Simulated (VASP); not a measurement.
ZrB2:

```xyz
3
Lattice="3.1700 0.0000 0.0000 -1.5850 2.7453 0.0000 0.0000 0.0000 3.5330" Properties=species:S:1:pos:R:3 pbc="T T T"
Zr    0.0000    0.0000    0.0000
B     0.0000    1.8302    1.7665
B     1.5850    0.9151    1.7665
```

Base run:

- Program: VASP 6.6.1
- Functional: PBEsol
- Potentials or basis: VASP PAW PBE potentials, release 64 (Zr_sv, B)
- Cutoff: 500 eV
- k mesh: 7 × 7 × 5
- Occupations: fermi-dirac, width 0.2 eV
- Spin: no spin polarisation

Its results: band gap on the k mesh zero (band 9 reaches 10.90 eV, above the bottom of band 10 at 10.08 eV); pressure -3.5 GPa.

Problem. The run is repeated on the same cell with these changes: functional from PBEsol to BLYP. What comes out?

Solution. Band gap on the k mesh zero (band 9 reaches 11.54 eV, above the bottom of band 10 at 10.71 eV); pressure 8.0 GPa.

BLYP binds less tightly than PBEsol, so the same cell stands under more pressure.

Caveats: the PAW data sets were made with another functional, which shifts forces and pressure a little.
